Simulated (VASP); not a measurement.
# BiP (zincblende type) (F-43m) in VASP: a series of runs

BiP (zincblende type) is run at these levels: PBEsol, PBE; tasks: single point.

Everything below comes from runs of VASP 6.6.1. Logs are shortened: lines on timing, memory, paths and dates and some standing lists are left out, and cuts for length are marked.

## (1) The cell of the first run

Symmetry: F-43m, No. 216, cubic system. The conventional cell has a = 4.908 Å, b = 4.908 Å, c = 4.908 Å, α = 90.00°, β = 90.00°, γ = 90.00°. Bi (site symmetry -43m) has 4 P at 2.13 Å within 2.8 Å. P (site symmetry -43m) has 4 Bi at 2.13 Å within 2.8 Å.

## (2) Single point, PBEsol (volume scaled by 0.45, level accurate)

File INCAR:

```
ALGO = Normal
EDIFF = 1E-6
ENCUT = 500
GGA = PS
GGA_COMPAT = F
ISIF = 2
ISMEAR = -1
LASPH = T
LCHARG = F
LREAL = F
LWAVE = F
NBANDS = 17
NELM = 120
PREC = Accurate
SIGMA = 0.05
```

File KPOINTS:

```
k-points
0
Gamma
  11 11 11
```

File POSCAR:

```
BiP
1.0
    0.0000000000      2.4538358782      2.4538358782
    2.4538358782      0.0000000000      2.4538358782
    2.4538358782      2.4538358782      0.0000000000
Bi P
1 1
Direct
    0.0000000000      0.0000000000      0.0000000000
    0.2500000000      0.2500000000      0.2500000000
```

Potentials or basis: VASP PAW PBE potentials, release 64 (Bi_d, P).

The run is started by

```sh
$ cat potpaw_PBE.64/Bi_d/POTCAR potpaw_PBE.64/P/POTCAR > POTCAR
$ mpirun -np 1 vasp_std > vasp.out
```

OUTCAR:

```text
EDIFF = 1E-6
   ENCUT = 500
   GGA = PS
   ISIF = 2
   ISMEAR = -1
   LASPH = T
   LREAL = F
   NELM = 120
   PREC = Accurate

 ion  position               nearest neighbor table
   1  0.000  0.000  0.000-   2 2.13   2 2.13   2 2.13   2 2.13
   2  0.250  0.250  0.250-   1 2.13   1 2.13   1 2.13   1 2.13

  LATTYP: Found a face centered cubic cell.
 ALAT       =     4.9076717564

  Lattice vectors:

 A1 = (   0.0000000000,   2.4538358782,   2.4538358782)
 A2 = (   2.4538358782,   0.0000000000,   2.4538358782)
 A3 = (   2.4538358782,   2.4538358782,   0.0000000000)

Analysis of symmetry for initial positions (statically):
=====================================================================
 Subroutine PRICEL returns:
 Original cell was already a primitive cell.

 Routine SETGRP: Setting up the symmetry group for a
 face centered cubic supercell.

 Subroutine GETGRP returns: Found 24 space group operations
 (whereof 24 operations were pure point group operations)
 out of a pool of 48 trial point group operations.

The static configuration has the point symmetry T_d .

Analysis of symmetry for dynamics (positions and initial velocities):
=====================================================================
 Subroutine PRICEL returns:
 Original cell was already a primitive cell.

 Routine SETGRP: Setting up the symmetry group for a
 face centered cubic supercell.

 Subroutine GETGRP returns: Found 24 space group operations
 (whereof 24 operations were pure point group operations)
 out of a pool of 48 trial point group operations.

The dynamic configuration has the point symmetry T_d .

 Subroutine INISYM returns: Found 24 space group operations
 (whereof 24 operations are pure point group operations),
 and found     1 'primitive' translations

----------------------------------------------------------------------------------------

                                     Primitive cell

  volume of cell :      29.5506

  direct lattice vectors                    reciprocal lattice vectors
     0.000000000  2.453835878  2.453835878    -0.203762609  0.203762609  0.203762609
     2.453835878  0.000000000  2.453835878     0.203762609 -0.203762609  0.203762609
     2.453835878  2.453835878  0.000000000     0.203762609  0.203762609 -0.203762609

  length of vectors
     3.470247979  3.470247979  3.470247979     0.352927191  0.352927191  0.352927191

  position of ions in fractional coordinates (direct lattice)
     0.000000000  0.000000000  0.000000000
     0.250000000  0.250000000  0.250000000

  ion indices of the primitive-cell ions
   primitive index   ion index
                 1           1
                 2           2

----------------------------------------------------------------------------------------

 KPOINTS: k-points

Automatic generation of k-mesh.
 Grid dimensions read from file:
 generate k-points for:   11   11   11

 Generating k-lattice:

  Cartesian coordinates                     Fractional coordinates (reciprocal lattice)
    -0.018523874  0.018523874  0.018523874     0.090909091  0.000000000  0.000000000
     0.018523874 -0.018523874  0.018523874     0.000000000  0.090909091  0.000000000
     0.018523874  0.018523874 -0.018523874     0.000000000  0.000000000  0.090909091

  Length of vectors
     0.032084290  0.032084290  0.032084290

  Shift w.r.t. Gamma in fractional coordinates (k-lattice)
     0.000000000  0.000000000  0.000000000

 Subroutine IBZKPT returns following result:
 ===========================================

 Found     56 irreducible k-points:

 Following reciprocal coordinates:
            Coordinates               Weight
  0.000000  0.000000  0.000000      1.000000
  0.090909  0.000000  0.000000      8.000000
  0.181818  0.000000  0.000000      8.000000
  0.272727  0.000000  0.000000      8.000000
  0.363636  0.000000  0.000000      8.000000
  0.454545  0.000000  0.000000      8.000000
[... 16 lines left out ...]
 -0.272727  0.181818  0.000000     24.000000
 -0.181818  0.181818  0.000000     12.000000
 [... further k-points ...]
   k-points           NKPTS =     56   k-points in BZ     NKDIM =     56   number of bands    NBANDS=     17
   number of dos      NEDOS =    301   number of ions     NIONS =      2
   total plane-waves  NPLWV =  21952
   dimension x,y,z NGX =    28 NGY =   28 NGZ =   28
   dimension x,y,z NGXF=    56 NGYF=   56 NGZF=   56
   ions per type =               1   1
   NGX,Y,Z   is equivalent  to a cutoff of  13.41, 13.41, 13.41 a.u.
   NGXF,Y,Z  is equivalent  to a cutoff of  26.83, 26.83, 26.83 a.u.
 SYSTEM =  unknown system
   PREC   = accura    normal or accurate (medium, high low for compatibility)
   ISTART =      0    job   : 0-new  1-cont  2-samecut
   ICHARG =      2    charge: 1-file 2-atom 10-const
   ISPIN  =      1    spin polarized calculation?
   LNONCOLLINEAR =      F non collinear calculations
   LSORBIT =      F    spin-orbit coupling
   LASPH  =      T    aspherical Exc in radial PAW
   ENCUT  =  500.0 eV  36.75 Ry    6.06 a.u.   6.33  6.33  6.33*2*pi/ulx,y,z
   NELM   =    120;   NELMIN=  2; NELMDL= -5     # of ELM steps
   EDIFF  = 0.1E-05   stopping-criterion for ELM
   LREAL  =      F    real-space projection
   EDIFFG = 0.1E-04   stopping-criterion for IOM
   NSW    =      0    number of steps for IOM
   IBRION =     -1    ionic relax: 0-MD 1-quasi-New 2-CG
   NFREE  =      0    steps in history (QN), initial steepest desc. (CG)
   ISIF   =      2    stress and relaxation
   ISYM   =      2    0-nonsym 1-usesym 2-fastsym
   POTIM  = 0.5000    time-step for ionic-motion
   TEBEG  =    0.0;   TEEND  =   0.0 temperature during run
   PSTRESS=    0.0 pullay stress
   NELECT =      20.0000    total number of electrons
   NUPDOWN=      -1.0000    fix difference up-down
   EMIN   =  10.00;   EMAX   =-10.00  energy-range for DOS
   EFERMI =   0.00;   METHOD = LEGACY
   ISMEAR =    -1;   SIGMA  =   0.05  broadening in eV -4-tet -1-fermi 0-gaus
   EFERMI_NEDOS =   21; number of points for ismear=-14 and -15
   IALGO  =     38    algorithm
   IMIX   =      4    mixing-type and parameters
     AMIX     =   0.40;   BMIX     =  1.00
     AMIX_MAG =   1.60;   BMIX_MAG =  1.00
  volume/ion in A,a.u.               =      14.78        99.71
  Fermi-wavevector in a.u.,A,eV,Ry     =   1.437350  2.716198 28.109312  2.065976
  Thomas-Fermi vector in A             =   2.556438
   LORBIT       =      0    0 simple, 1 ext, 2 COOP (PROOUT), +10 PAW based schemes
   GGA     = PS    functional components
   LHFCALC =     F    Hartree Fock is set to
   AEXX    =    0.0000 exact exchange contribution
   IVDW    =     0    specifies the selected vdW correction
   LEPSILON=     F    determine dielectric tensor
   LRPA    =     F    only Hartree local field effects (RPA)
 non-spin polarized calculation
  energy-cutoff  :      500.00
  volume of cell :       29.55
 maximum number of plane-waves:       763
 NGX is ok and might be reduce to    28
   NGX = 13   NGY = 13   NGZ = 13

 number of electron      20.0000001 magnetization

 Free energy of the ion-electron system (eV)
  ---------------------------------------------------
  ext. energy  EPLUGINS =         0.00000000
  ---------------------------------------------------
  free energy    TOTEN  =         1.06275912 eV

  energy without entropy =        1.07146070  energy(sigma->0) =        1.06710991

 E-fermi :  16.2202     XC(G=0): -12.7220

 val. band max:       16.2169898816   @ k =  -0.4545   0.3636   0.0000
 cond. band min:      16.2383263172   @ k =  -0.3636   0.4545   0.0909
 fundamental gap:      0.0213364356
 Fermi energy:        16.2201918915

 k-point     1 :       0.0000    0.0000    0.0000
  band No.  band energies     occupation
      1      -9.6443      2.00000
      2      -9.6443      2.00000
      3      -9.6443      2.00000
      4      -9.1445      2.00000
      5      -9.1445      2.00000
      6      -5.1737      2.00000
[... 9 lines left out ...]
     16      23.8678      0.00000
     17      24.9310      0.00000

 k-point     2 :       0.0909    0.0000    0.0000
  band No.  band energies     occupation
      1      -9.6527      2.00000
      2      -9.6312      2.00000
      3      -9.6312      2.00000
      4      -9.1445      2.00000
      5      -9.1445      2.00000
      6      -5.0084      2.00000
[... 9 lines left out ...]
     16      22.9678      0.00000
     17      24.6080      0.00000

 k-point     3 :       0.1818    0.0000    0.0000
  band No.  band energies     occupation
      1      -9.6765      2.00000
      2      -9.5984      2.00000
      3      -9.5984      2.00000
      4      -9.1419      2.00000
      5      -9.1419      2.00000
      6      -4.5154      2.00000
[... 9 lines left out ...]
     16      22.7862      0.00000
     17      25.9120      0.00000

 k-point     4 :       0.2727    0.0000    0.0000
  band No.  band energies     occupation
      1      -9.7095      2.00000
      2      -9.5614      2.00000
      3      -9.5614      2.00000
      4      -9.1314      2.00000
      5      -9.1314      2.00000
      6      -3.7119      2.00000
[... 9 lines left out ...]
     16      22.4693      0.00000
     17      29.0465      0.00000

 k-point     5 :       0.3636    0.0000    0.0000
  band No.  band energies     occupation
      1      -9.7414      2.00000
      2      -9.5348      2.00000
      3      -9.5348      2.00000
      4      -9.1133      2.00000
      5      -9.1133      2.00000
      6      -2.6639      2.00000
[... 9 lines left out ...]
     16      23.1814      0.00000
     17      30.1769      0.00000

 k-point     6 :       0.4545    0.0000    0.0000
  band No.  band energies     occupation
      1      -9.7608      2.00000
      2      -9.5227      2.00000
      3      -9.5227      2.00000
      4      -9.0984      2.00000
      5      -9.0984      2.00000
      6      -1.6564      2.00000
[... 9 lines left out ...]
     16      24.4941      0.00000
     17      29.1982      0.00000

 k-point     7 :       0.0909    0.0909    0.0000
  band No.  band energies     occupation
      1      -9.6696      2.00000
      2      -9.6191      2.00000
      3      -9.6191      2.00000
      4      -9.1562      2.00000
      5      -9.1339      2.00000
      6      -4.9536      2.00000
[... 9 lines left out ...]
     16      23.8174      0.00000
     17      25.3532      0.00000

 k-point     8 :       0.1818    0.0909    0.0000
  band No.  band energies     occupation
      1      -9.6930      2.00000
      2      -9.5912      2.00000
      3      -9.5861      2.00000
      4      -9.1662      2.00000
      5      -9.1235      2.00000
      6      -4.5704      2.00000
[... 9 lines left out ...]
     16      23.7727      0.00000
     17      25.6287      0.00000
[... 203 lines left out ...]
      1      -9.7759      2.00000
      2      -9.4924      2.00000
      3      -9.4725      2.00000
      4      -9.2075      2.00000
      5      -9.0758      2.00000
      6      -2.8252      2.00000
[... 9 lines left out ...]
     16      25.3025      0.00000
     17      29.1792      0.00000

 k-point    20 :       0.4545    0.1818    0.0000
  band No.  band energies     occupation
      1      -9.7751      2.00000
      2      -9.4894      2.00000
      3      -9.4548      2.00000
      4      -9.1869      2.00000
      5      -9.0740      2.00000
      6      -1.7591      2.00000
[... 9 lines left out ...]
     16      26.0389      0.00000
     17      28.7850      0.00000

 k-point    21 :      -0.4545    0.1818    0.0000
  band No.  band energies     occupation
      1      -9.7646      2.00000
      2      -9.4967      2.00000
      3      -9.4537      2.00000
      4      -9.1565      2.00000
      5      -9.0908      2.00000
      6      -0.9834      2.00000
[... 9 lines left out ...]
     16      25.7119      0.00000
     17      28.6981      0.00000

 k-point    22 :      -0.3636    0.1818    0.0000
  band No.  band energies     occupation
      1      -9.7483      2.00000
      2      -9.5074      2.00000
      3      -9.4680      2.00000
      4      -9.1301      2.00000
      5      -9.1223      2.00000
      6      -1.4413      2.00000
[... 9 lines left out ...]
     16      25.6377      0.00000
     17      28.6248      0.00000

 k-point    23 :      -0.2727    0.1818    0.0000
  band No.  band energies     occupation
      1      -9.7306      2.00000
      2      -9.5199      2.00000
      3      -9.4991      2.00000
      4      -9.1516      2.00000
      5      -9.1157      2.00000
      6      -2.4942      2.00000
[... 9 lines left out ...]
     16      26.0876      0.00000
     17      27.6412      0.00000

 k-point    24 :      -0.1818    0.1818    0.0000
  band No.  band energies     occupation
      1      -9.7138      2.00000
      2      -9.5425      2.00000
      3      -9.5377      2.00000
      4      -9.1636      2.00000
      5      -9.1143      2.00000
      6      -3.4480      2.00000
[... 9 lines left out ...]
     16      25.3810      0.00000
     17      26.0548      0.00000

 [... further k-points ...]
[... 5 lines left out ...]
  --------------------------------------------------------------------------------------
  -------------------------------------------------------------------------------------
  Total       32.8987431     32.8987431     32.8987431      0.0000000      0.0000000     -0.0000000
  in kB     1783.7063440   1783.7063440   1783.7063440      0.0000000      0.0000000     -0.0000000
  external PRESSURE =    1783.7063440 kB  Pullay stress =       0.0000000 kB

 VOLUME and BASIS-vectors are now :
 -----------------------------------------------------------------------------
  energy-cutoff  :      500.00
  volume of cell :       29.55
      direct lattice vectors                 reciprocal lattice vectors
     0.000000000  2.453835878  2.453835878    -0.203762609  0.203762609  0.203762609
     2.453835878  0.000000000  2.453835878     0.203762609 -0.203762609  0.203762609
     2.453835878  2.453835878  0.000000000     0.203762609  0.203762609 -0.203762609

 POSITION                                       TOTAL-FORCE (eV/Angst)
 -----------------------------------------------------------------------------------
      0.00000      0.00000      0.00000         0.000000      0.000000     -0.000000
      1.22692      1.22692      1.22692        -0.000000     -0.000000      0.000000
 -----------------------------------------------------------------------------------
    total drift:                               -0.000001     -0.000001     -0.000001

  FREE ENERGIE OF THE ION-ELECTRON SYSTEM (eV)
  ---------------------------------------------------
  free  energy   TOTEN  =         1.0627591218 eV

  energy  without entropy=        1.0714607040  energy(sigma->0) =        1.06710991
```

Wall time 31 s (1 thread of Intel Xeon 6975P-C, shared host); peak memory 0.17 GiB.

Results:

- Free energy: 1.0628 eV
- Pressure: 178.4 GPa
- Band gap on the k mesh: zero (band 10 reaches 16.86 eV, above the bottom of band 11 at 14.07 eV)

Levels at points of the mesh, in eV from the Fermi level:
```
           k point  band 8  band 9  band 10  band 11  band 12  band 13
(0.00, 0.00, 0.00)   -2.95   -2.95    -0.99    -0.43    -0.43    -0.43
```

Caveat: the PAW data sets were made with another functional, which shifts forces and pressure a little; spin-orbit coupling is left out, which moves the levels of the heavy elements.

## (3) Single point, PBE

File INCAR:

```
SYSTEM = BiP
PREC = Accurate
ENCUT = 500
EDIFF = 1E-6
ISMEAR = -1
SIGMA = 0.05
LREAL = .False.
LASPH = .True.
NELM = 120
ALGO = Normal
ISIF = 2
LWAVE = .False.
LCHARG = .False.
GGA = PE
NBANDS = 17
GGA_COMPAT = .False.
```

File KPOINTS:

```
regular mesh
0
Gamma
  11 11 11
  0 0 0
```

POSCAR is that of step 2.

Potentials or basis: VASP PAW PBE potentials, release 64 (Bi_d, P).

The run is started by

```sh
$ cat potpaw_PBE.64/Bi_d/POTCAR potpaw_PBE.64/P/POTCAR > POTCAR
$ mpirun -np 1 vasp_std > vasp.out
```

It took 30 s on 1 thread of Intel Xeon 6975P-C, shared host; peak memory 0.17 GiB.

Results (log left out):

- Free energy: 2.5808 eV
- Pressure: 185.1 GPa
- Band gap on the k mesh: zero (band 10 reaches 17.00 eV, above the bottom of band 11 at 14.23 eV)

Levels at points of the mesh, in eV from the Fermi level:
```
           k point  band 8  band 9  band 10  band 11  band 12  band 13
(0.00, 0.00, 0.00)   -2.98   -2.98    -0.99    -0.42    -0.42    -0.42
```

Caveat: spin-orbit coupling is left out, which moves the levels of the heavy elements.

## (4) Single point, PBEsol (volume scaled by 0.52)

File INCAR:

```
ALGO = Normal ; EDIFF = 1E-6
ENCUT = 500 ; GGA = PS
GGA_COMPAT = F ; ISIF = 2
ISMEAR = -1 ; LASPH = T
LCHARG = F ; LREAL = F
LWAVE = F ; NBANDS = 17
NELM = 120 ; PREC = Accurate
SIGMA = 0.05
```

File KPOINTS:

```
k-points
0
Gamma
  11 11 11
```

File POSCAR:

```
BiP
1.0
    0.0000000000      2.5749914344      2.5749914344
    2.5749914344      0.0000000000      2.5749914344
    2.5749914344      2.5749914344      0.0000000000
Bi P
1 1
Direct
    0.0000000000      0.0000000000      0.0000000000
    0.2500000000      0.2500000000      0.2500000000
```

The run is started by

```sh
$ cat potpaw_PBE.64/Bi_d/POTCAR potpaw_PBE.64/P/POTCAR > POTCAR
$ mpirun -np 1 vasp_std > vasp.out
```

Wall time 30 s (1 thread of Intel Xeon 6975P-C, shared host); peak memory 0.17 GiB.

Results (log left out):

- Free energy: -2.9802 eV
- Pressure: 109.4 GPa
- Band gap on the k mesh: zero (band 10 reaches 14.16 eV, above the bottom of band 11 at 11.65 eV)

Levels at points of the mesh, in eV from the Fermi level:
```csv
k point,band 8,band 9,band 10,band 11,band 12,band 13
"(0.00, 0.00, 0.00)",-2.98,-2.98,-1.94,-0.10,-0.10,-0.10
```

Caveat: the PAW data sets were made with another functional, which shifts forces and pressure a little; spin-orbit coupling is left out, which moves the levels of the heavy elements.

## (5) Single point, PBEsol (volume scaled by 0.68)

File INCAR:

```
PREC = Accurate ; ENCUT = 500
EDIFF = 1E-6 ; ISMEAR = -1
SIGMA = 0.05 ; LREAL = False
LASPH = True ; NELM = 120
ALGO = Normal ; ISIF = 2
LWAVE = False ; LCHARG = True
GGA = PS ; LELF = True
LVHAR = True ; NBANDS = 17
GGA_COMPAT = False
```

File KPOINTS:

```
Automatic mesh
0
Gamma
  11 11 11
```

File POSCAR:

```
BiP
1.0
    0.0000000000      2.8158594802      2.8158594802
    2.8158594802      0.0000000000      2.8158594802
    2.8158594802      2.8158594802      0.0000000000
Bi P
1 1
Direct
    0.0000000000      0.0000000000      0.0000000000
    0.2500000000      0.2500000000      0.2500000000
```

The run is started by

```sh
$ cat potpaw_PBE.64/Bi_d/POTCAR potpaw_PBE.64/P/POTCAR > POTCAR
$ mpirun -np 1 vasp_std > vasp.out
```

It took 39 s on 1 thread of Intel Xeon 6975P-C, shared host; peak memory 0.19 GiB.

It converged, with:

| Property | Result |
| --- | --- |
| Free energy | -7.4122 eV |
| Pressure | 38.3 GPa |
| Band gap on the k mesh | zero (band 10 reaches 9.74 eV, above the bottom of band 11 at 7.98 eV) |

Levels at points of the mesh, in eV from the Fermi level:
```
           k point  band 6  band 7  band 8  band 9  band 10  band 11  band 12  band 13  band 14  band 15
(0.00, 0.00, 0.00)  -16.38   -3.74   -2.53   -2.53    -2.53     0.51     0.51     0.51     4.38     7.49
```

Caveat: the PAW data sets were made with another functional, which shifts forces and pressure a little; spin-orbit coupling is left out, which moves the levels of the heavy elements.

## (6) Summary

```csv
level,cell,gap on the mesh (eV),pressure (GPa)
PBEsol,"a = 3.470 Å, angles 60.0°, 2 atoms",none,178.4
PBE,"a = 3.470 Å, angles 60.0°, 2 atoms",none,185.1
PBEsol,"a = 3.642 Å, angles 60.0°, 2 atoms",none,109.4
PBEsol,"a = 3.982 Å, angles 60.0°, 2 atoms",none,38.3
```

Alike in all rows: task single point; potentials or basis VASP PAW PBE potentials, release 64 (Bi_d, P); no spin polarisation; k mesh 11 × 11 × 11; cutoff (eV) 500; smearing fermi-dirac 0.05 eV.

Caveats: spin-orbit coupling is left out, which moves the levels of the heavy elements; the PAW data sets were made with another functional, which shifts forces and pressure a little (some runs).

Absolute energies hang on the potentials; compare differences alone.
